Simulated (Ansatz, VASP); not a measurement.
## Two plane-wave programs on Be4ZnTe

```
CELL_PARAMETERS angstrom
-2.40718 2.40718 4.24964
2.40718 -2.40718 4.24964
2.40718 2.40718 -4.24964
ATOMIC_POSITIONS crystal
Be 0.12587 0.62587 0.50000
Be 0.62587 0.12587 0.50000
Be 0.87413 0.37413 0.50000
Be 0.37413 0.87413 0.50000
Zn 0.00000 0.00000 0.00000
Te 0.50000 0.50000 0.00000
```

Alike in both runs: functional PBE; k mesh 5 × 5 × 5; occupations gaussian, width 0.2 eV; no spin polarisation.

Ansatz relaxed the structure, and its values are those at the end. VASP's run is a single point on that final structure, the one shown.

```csv
,VASP,Ansatz
version,VASP 6.6.1,Ansatz 0.2.0
potentials or method,"VASP PAW PBE potentials, release 64 (Be, Zn, Te), cutoff 600 eV","scalar-relativistic, plane waves, PAW"
valence electrons in the cell,26,36
```

```csv
,VASP,Ansatz,Ansatz less VASP
gap on the k mesh at the Fermi level (eV),none,none,-
pressure (GPa),0.0,-0.1,-0.09
rms of the force components (eV/Å),0.005,0.008,+0.0036
```

A gap of «none» marks a metal or a gap that the smearing closes. The functional is the same, so the differences come from potentials, cutoffs and numerics. VASP's potentials hold 26 valence electrons a cell and Ansatz's 36, so a difference there can come from the potentials and not from the codes.

The k mesh is coarse, so the values compare programs but aren't converged. Spin-orbit coupling is off throughout.
